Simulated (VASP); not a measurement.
KHf3, 4 atoms in the cell. It takes space group Pm-3m (No. 221, cubic). The conventional cell has a = 4.534 Å, b = 4.534 Å, c = 4.534 Å, α = 90.00°, β = 90.00°, γ = 90.00°. K (site symmetry m-3m) has 12 Hf at 3.21 Å within 4.2 Å. Within 4.2 Å of Hf (site symmetry 4/mmm) lie 4 K at 3.21 Å and 8 Hf at 3.21 Å. 

* Program: VASP 6.6.1
* Task: relaxation of cell and atoms
* Functional: PBE
* Potentials or basis: VASP PAW PBE potentials, release 64 (K_sv, Hf_pv)
* Cutoff: 600 eV
* k mesh: 4 × 4 × 4
* Occupations: gaussian, width 0.1 eV
* Spin: no spin polarisation
* Dipole correction: no
* Further INCAR settings: ALGO = Normal; EDIFF = 1e-06; IBRION = 2; EDIFFG = -0.04; NSW = 90; ISIF = 3

Potentials or basis: VASP PAW PBE potentials, release 64 (K_sv, Hf_pv).

Command:

```sh
$ cat potpaw_PBE.64/K_sv/POTCAR potpaw_PBE.64/Hf_pv/POTCAR > POTCAR
$ mpirun -np 1 vasp_std > vasp.out
```

Hardware: 1 thread of Intel Xeon 8259CL, with other jobs on the host.

Q: How long does it take, and how much memory?

A: Run time: 86 s on 1 thread of Intel Xeon 8259CL, on a shared host, peak memory 0.22 GiB. Counts: scf iterations 31, k points 10, ion steps 3.
